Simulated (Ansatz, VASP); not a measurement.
## Ge in VASP and in Ansatz

Contents of INCAR:

```
SYSTEM = Ge
ALGO = Normal
EDIFF = 1E-7
ENCUT = 520
ISIF = 2
ISMEAR = -1
LASPH = .TRUE.
LCHARG = .FALSE.
LREAL = .FALSE.
LWAVE = .FALSE.
NBANDS = 36
NELM = 80
PREC = Accurate
SIGMA = 0.1
```

File KPOINTS:

```
k-points
0
G
  14 14 4
  0 0 0
```

POSCAR

```
Ge
1.0
    2.9284661898      0.0000000000      0.0000000000
   -1.4642330949      2.5361261145      0.0000000000
    0.0000000000      0.0000000000      9.3337675297
Ge
4
Direct
    0.0000000000      0.0000000000      0.0000000000
    1.0000000000      0.0000000000      0.5000000000
    0.3333333333      0.6666666667      0.2500000000
    0.6666666667      0.3333333333      0.7500000000
```

Input for Ansatz:

```yaml
crystal:
  lattice:
    - [2.9284661898, 0.0, 0.0]
    - [-1.4642330949, 2.5361261145, 0.0]
    - [0.0, 0.0, 9.3337675297]
  atoms:
    - { symbol: Ge, position: [0.0, 0.0, 0.0] }
    - { symbol: Ge, position: [1.0, 0.0, 0.5] }
    - { symbol: Ge, position: [0.3333333333, 0.6666666667, 0.25] }
    - { symbol: Ge, position: [0.6666666667, 0.3333333333, 0.75] }
hamiltonian:
  xc: lda
  pseudopotentials:
    kind: paw
    azcp:
      Ge: "pseudopotentials/Ge.paw.azcp"
basis:
  ecutwfc: 420
  fft_grid_basis: typed
kpoints:
  mp_grid: { grid: [14, 14, 4], shift: [0, 0, 0] }
magnetization:
  spin_polarized: false
scf:
  occupations: { method: fermi_dirac, width: 0.1 }
  lower_state_search: "off"
output:
  stress: true
```

Alike in both runs: task single point; functional LDA; k mesh 14 × 14 × 4; occupations fermi-dirac, width 0.1 eV; no spin polarisation.

|  | VASP | Ansatz |
| --- | --- | --- |
| version | VASP 6.6.1 | Ansatz 0.2.0 |
| potentials or method | VASP PAW LDA potentials, release 64 (Ge_d), cutoff 520 eV | plane waves (420 eV) with PAW, scalar-relativistic |
| valence electrons in the cell | 56 | 56 |

```tsv
	VASP	Ansatz	Ansatz less VASP
pressure (GPa)	3.7	3.6	-0.09
traceless stress, the component that is largest in VASP (GPa)	1.32	1.35	+0.032
```

Ansatz warns that its potentials were made for another functional, while VASP's fit it. LDA's correlation is that of Perdew and Zunger in VASP and of Perdew and Wang (1992) in Ansatz.
